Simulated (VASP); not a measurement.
Here is a VASP 6.6.1 calculation.

INCAR

```
SYSTEM = InAs3
PREC = Accurate
ENCUT = 520
EDIFF = 1E-7
ISMEAR = 0
SIGMA = 0.1
LREAL = .False.
LASPH = .True.
NELM = 80
ALGO = Normal
ISIF = 2
LWAVE = .False.
LCHARG = .False.
GGA = PS
NBANDS = 22
```

KPOINTS

```
regular mesh
0
Gamma
  10 10 10
  0 0 0
```

POSCAR

```
InAs3
1.0
    4.3582860850      0.0000000000      0.0000000000
    0.0000000000      4.3582860850      0.0000000000
    0.0000000000      0.0000000000      4.3582860850
In As
1 3
Direct
    0.0000000000      0.0000000000      0.0000000000
    0.5000000000      0.0000000000      0.5000000000
    0.0000000000      0.5000000000      0.5000000000
    0.5000000000      0.5000000000      0.0000000000
```

Potentials or basis: VASP PAW PBE potentials, release 64 (In_d, As).

Command:

```sh
$ cat potpaw_PBE.64/In_d/POTCAR potpaw_PBE.64/As/POTCAR > POTCAR
$ mpirun -np 1 vasp_std > vasp.out
```

Problem. What does it give for the band gap on the k mesh?

Solution. Zero (bands 14 and 15 overlap by 4.74 eV).

Problem. Predict the pressure.

Solution. -1.7 GPa.

Caveat: the cell differs from its parent crystal (Sb replaced by As, lengths x 0.936, strained); the PAW data sets were made with another functional, which shifts forces and pressure a little; spin-orbit coupling is left out, which moves the levels of the heavy elements.
